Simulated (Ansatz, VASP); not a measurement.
**Nb in VASP and in Ansatz**

```
Nb
1.0
     2.67332    0.00000    0.00000
    -1.33666    2.31516    0.00000
     0.00000    0.00000    4.84461
Nb
2
Direct
  0.33333 0.66667 0.25000
  0.66667 0.33333 0.75000
```

Change from the starting cell: volume scaled by 0.85, PAW files.

Alike in both runs: task single point; functional LDA; k mesh 15 × 15 × 8; occupations fermi-dirac, width 0.05 eV; no spin polarisation.

|  | VASP | Ansatz |
| --- | --- | --- |
| version | VASP 6.6.1 | Ansatz 0.2.0 |
| potentials or method | VASP PAW LDA potentials, release 64 (Nb_sv) | PAW with Ansatz's default frozen-core files, scalar-relativistic |
| plane-wave cutoff (eV) | 520 | 420 |
| valence electrons in the cell | 26 | 26 |

Ansatz gave:

* pressure (GPa): 39.3
* traceless stress, the component that is largest in VASP (GPa): -0.04

Task: Estimate VASP's values.

Result: Pressure (GPa): 39.2; traceless stress, the component that is largest in VASP (GPa): -0.09.

LDA's correlation is that of Perdew and Zunger in VASP and of Perdew and Wang (1992) in Ansatz. Both programs put the cell under a high pressure, so it lies far from rest at this level.
